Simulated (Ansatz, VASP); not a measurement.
Si3Ge: VASP beside Ansatz

INCAR

```
PREC = Accurate
ENCUT = 520
EDIFF = 1E-7
ISMEAR = 0
SIGMA = 0.1
LREAL = F
LASPH = T
NELM = 60
ALGO = Normal
ISIF = 2
LWAVE = F
LCHARG = F
GGA = PE
NBANDS = 21
```

Contents of KPOINTS:

```
regular mesh
0
Gamma
  6 6 4
```

POSCAR

```
Si3Ge
1.0
    3.5797151400      0.0000000000      0.0000000000
    0.0000000000      3.5797151400      0.0000000000
    0.0000000000      0.0000000000      5.0624817100
Si Ge
3 1
Direct
    0.5000000000      0.5000000000      0.0000000000
    0.0000000000      0.5000000000      0.7500000000
    0.5000000000      0.0000000000      0.2500000000
    0.0000000000      0.0000000000      0.5000000000
```

Input for Ansatz:

```yaml
crystal:
  lattice:
    - [3.57971514, 0.0, 0.0]
    - [0.0, 3.57971514, 0.0]
    - [0.0, 0.0, 5.06248171]
  atoms:
    - { symbol: Si, position: [0.5, 0.5, 0.0] }
    - { symbol: Si, position: [0.0, 0.5, 0.75] }
    - { symbol: Si, position: [0.5, 0.0, 0.25] }
    - { symbol: Ge, position: [0.0, 0.0, 0.5] }
basis:
  ecutwfc: 420
kpoints:
  mp_grid: { grid: [6, 6, 4] }
hamiltonian:
  xc: pbe
scf:
  occupations: { method: gaussian, width: 0.1 }
  lower_state_search: "off"
output:
  forces: true
  stress: true
  eigenvalues: true
```

Alike in both runs: task single point; functional PBE; k mesh 6 × 6 × 4; occupations gaussian, width 0.1 eV; no spin polarisation.

|  | VASP | Ansatz |
| --- | --- | --- |
| version | VASP 6.6.1 | Ansatz 0.2.0 |
| potentials or method | VASP PAW PBE potentials, release 64 (Si, Ge_d), cutoff 520 eV | scalar-relativistic, plane waves, PAW |
| valence electrons in the cell | 26 | 26 |

VASP gave:

| Item | Value |
| --- | --- |
| gap on the k mesh at the Fermi level (eV) | none |
| rms of the force components (eV/Å) | 0.324 |

Task: Which values does Ansatz return?

Result: gap on the k mesh at the Fermi level (eV): none; rms of the force components (eV/Å): 0.328.

Atom by atom the forces differ by 0.004 eV/Å (rms over components). A gap of «none» marks a metal or a gap that the smearing closes.
